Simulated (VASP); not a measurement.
Input of a VASP 6.6.1 run:

Contents of POSCAR:

```
InPd
1.0
    0.0000000000      2.7460700000      2.7460700000
    2.7460700000      0.0000000000      2.7460700000
    2.7460700000      2.7460700000      0.0000000000
In Pd
1 1
Direct
    0.0000000000      0.0000000000      0.0000000000
    0.5000000000      0.5000000000      0.5000000000
```

Contents of INCAR.step1:

```
SYSTEM = InPd
  PREC = Accurate
  ENCUT = 600
  ISMEAR = -1
  SIGMA = 0.05
  LREAL = .False.
  LASPH = .True.
  NELM = 100
  GGA = PE
  ALGO = Normal
  EDIFF = 1E-4
  LWAVE = .True.
  LCHARG = .False.
```

INCAR.step2

```
SYSTEM = InPd
  PREC = Accurate
  ENCUT = 600
  EDIFF = 1E-6
  ISMEAR = -1
  SIGMA = 0.05
  LREAL = .False.
  LASPH = .True.
  NELM = 100
  ALGO = Normal
  ISIF = 3
  LWAVE = .False.
  LCHARG = .False.
  METAGGA = R2SCAN
  LMIXTAU = .True.
  IBRION = 2
  NSW = 60
  EDIFFG = -0.01
  PSTRESS = 200.0
  ISTART = 1
```

KPOINTS

```
regular mesh
0
Gamma
  8 8 8
  0 0 0
```

Potentials or basis: VASP PAW PBE potentials, release 64 (In_d, Pd).

Run with:

```sh
$ cat potpaw_PBE.64/In_d/POTCAR potpaw_PBE.64/Pd/POTCAR > POTCAR
$ cp INCAR.step1 INCAR
$ mpirun -np 1 vasp_std > vasp.out
$ cp INCAR.step2 INCAR
$ mpirun -np 1 vasp_std > vasp.out
```

(1) Predict the space group after relaxing (to 0.1 Å).

(2) What does it give for the relaxed volume?

(3) What does it give for the band gap on the k mesh?

(4) Predict the relaxed cell.

Results:

(1) Fm-3m (No. 225).

(2) 17.49 Å³/atom.

(3) zero (an odd number of electrons rules out a gap without spin polarisation).

(4) a = 3.671 Å, b = 3.671 Å, c = 3.671 Å, α = 60.00°, β = 60.00°, γ = 60.00°.

Caveat: the cell is relaxed towards a set pressure, so the run minimises the enthalpy, not the energy; the volume moved by over 15 % at a fixed basis, so the end points are rough; the PAW data sets were made with another functional, which shifts forces and pressure a little; spin-orbit coupling is left out, which moves the levels of the heavy elements.
